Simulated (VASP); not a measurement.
Set up this calculation in VASP 6.6.1, as the native input.

```yaml
Task: single point
Functional: r2SCAN
Potentials_or_basis: VASP PAW PBE potentials, release 64 (Ca_sv, O)
Cutoff: 520 eV
k_mesh: 8 × 8 × 8
Occupations: gaussian, width 0.05 eV
Spin: no spin polarisation
Dipole_correction: no
Further_INCAR_settings: ALGO = Normal; EDIFF = 1e-06; NBANDS = 15
```

Crystal: CaO.

```xyz
2
Lattice="0.0000 2.3510 2.2531 2.3510 0.0000 2.2531 2.3510 2.3510 0.0000" Properties=species:S:1:pos:R:3 pbc="T T T"
Ca    0.0000    0.0000    0.0000
O     2.3510    2.3510    2.2531
```

This cell differs from its parent crystal: strain -0.040 along x and y, -0.080 along z.

The input as run:

POSCAR

```
CaO
1.0
    0.0000000000      2.3510400000      2.2530800000
    2.3510400000      0.0000000000      2.2530800000
    2.3510400000      2.3510400000      0.0000000000
Ca O
1 1
Direct
    0.0000000000      0.0000000000      0.0000000000
    0.5000000000      0.5000000000      0.5000000000
```

INCAR.step1

```
SYSTEM = CaO
ALGO     = Normal         ! electronic algorithm
EDIFF    = 1E-4           ! SCF threshold, eV
ENCUT    = 520            ! plane-wave cutoff, eV
GGA      = PE             ! functional
ISMEAR   = 0              ! smearing method
LASPH    = .True.         ! aspherical terms in the spheres
LCHARG   = .False.        ! write CHGCAR
LREAL    = .False.        ! projectors in reciprocal space
LWAVE    = .True.         ! write WAVECAR
NBANDS   = 15             ! bands
NELM     = 80             ! most SCF steps
PREC     = Accurate       ! precision mode
SIGMA    = 0.05           ! smearing width, eV
```

INCAR.step2

```
SYSTEM = CaO
ALGO     = Normal         ! electronic algorithm
EDIFF    = 1E-6           ! SCF threshold, eV
ENCUT    = 520            ! plane-wave cutoff, eV
ISIF     = 2              ! what is computed and relaxed
ISMEAR   = 0              ! smearing method
ISTART   = 1            
LASPH    = .True.         ! aspherical terms in the spheres
LCHARG   = .False.        ! write CHGCAR
LMIXTAU  = .True.       
LREAL    = .False.        ! projectors in reciprocal space
LWAVE    = .False.        ! write WAVECAR
METAGGA  = R2SCAN         ! meta-GGA
NBANDS   = 15             ! bands
NELM     = 80             ! most SCF steps
PREC     = Accurate       ! precision mode
SIGMA    = 0.05           ! smearing width, eV
```

KPOINTS

```
k-points
0
Gamma
  8 8 8
  0 0 0
```

Potentials or basis: VASP PAW PBE potentials, release 64 (Ca_sv, O).

The run is started by

```sh
$ cat potpaw_PBE.64/Ca_sv/POTCAR potpaw_PBE.64/O/POTCAR > POTCAR
$ cp INCAR.step1 INCAR
$ mpirun -np 1 vasp_std > vasp.out
$ cp INCAR.step2 INCAR
$ mpirun -np 1 vasp_std > vasp.out
```

It gave:

| Item | Value |
| --- | --- |
| Pressure | 17.0 GPa |
| Band gap on the k mesh | 3.90 eV, indirect (least direct gap 4.39 eV) |

Caveat: the cell differs from its parent crystal (strain -0.040 along x and y, -0.080 along z); the PAW data sets were made with another functional, which shifts forces and pressure a little.

Wall time 41 s on 1 thread of Intel(R) Xeon(R) Platinum 8559C (Emerald Rapids), on a shared host, peak memory 0.16 GiB.
